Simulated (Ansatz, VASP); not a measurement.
**One calculation of ZrNb2N3, two programs**

```
Zr Nb N
1.0
     5.58048    0.00000    0.00000
    -2.79024    4.83284    0.00000
     0.00000    0.00000    3.92666
Zr Nb N
1 2 3
Direct
  0.00000 0.00000 0.50000
  0.33333 0.66667 0.50000
  0.66667 0.33333 0.50000
  0.33333 0.66667 0.00000
  0.66667 0.33333 0.00000
  0.00000 0.00000 0.00000
```

Alike in both runs: functional PBE; k mesh 3 × 3 × 3; occupations gaussian, width 0.15 eV; no spin polarisation.

Ansatz relaxed the structure, and its values are those at the end. VASP's run is a single point on that final structure, the one shown.

```csv
,VASP,Ansatz
version,VASP 6.6.1,Ansatz 0.2.0
potentials or method,"VASP PAW PBE potentials, release 64 (Zr_sv, Nb_sv, N), cutoff 600 eV","scalar-relativistic, plane waves, PAW"
valence electrons in the cell,53,53
```

Ansatz gave:

* gap on the k mesh at the Fermi level (eV): none
* pressure (GPa): 0.3

**Question.** What did VASP give for the same quantities?

**Answer.** gap on the k mesh at the Fermi level (eV): none; pressure (GPa): 0.1.

A gap of «none» marks a metal or a gap that the smearing closes.

The k mesh is coarse, so the values compare programs but aren't converged.
